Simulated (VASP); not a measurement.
Pd:

```
Pd
1.0
     0.00000    1.96977    1.96977
     1.96977    0.00000    1.96977
     1.96977    1.96977    0.00000
Pd
1
Direct
  0.00000 0.00000 0.00000
```

```yaml
Program: VASP 6.6.1
Task: relaxation of cell and atoms
Functional: PBEsol
Potentials_or_basis: VASP PAW PBE potentials, release 64 (Pd)
Cutoff: 600 eV
k_mesh: 18 × 18 × 18
Occupations: gaussian, width 0.1 eV
Spin: no spin polarisation
```

At the start: pressure -9.3 GPa; volume 15.29 Å³/atom.

How do energy, volume and symmetry change on relaxing?

Over 4 steps the energy falls by 23.1 meV/atom and the volume is 14.52 Å³/atom (-5.0 %); space group Fm-3m (No. 225, to 0.05 Å).

Step by step:
```
step  energy change (eV)  largest force (eV/Å)  pressure (GPa)  volume (Å³)
   1              0.0000                0.0000           -9.27        15.29
   2              0.0415                0.0000           20.34        13.41
   3             -0.0231                0.0000           -0.23        14.54
   4             -0.0231                0.0000            0.00        14.52
```

Final structure:
```
CELL_PARAMETERS angstrom
0.00000 1.93646 1.93646
1.93646 0.00000 1.93646
1.93646 1.93646 0.00000
ATOMIC_POSITIONS crystal
Pd 0.00000 0.00000 0.00000
```

Caveat: the PAW data sets were made with another functional, which shifts forces and pressure a little.
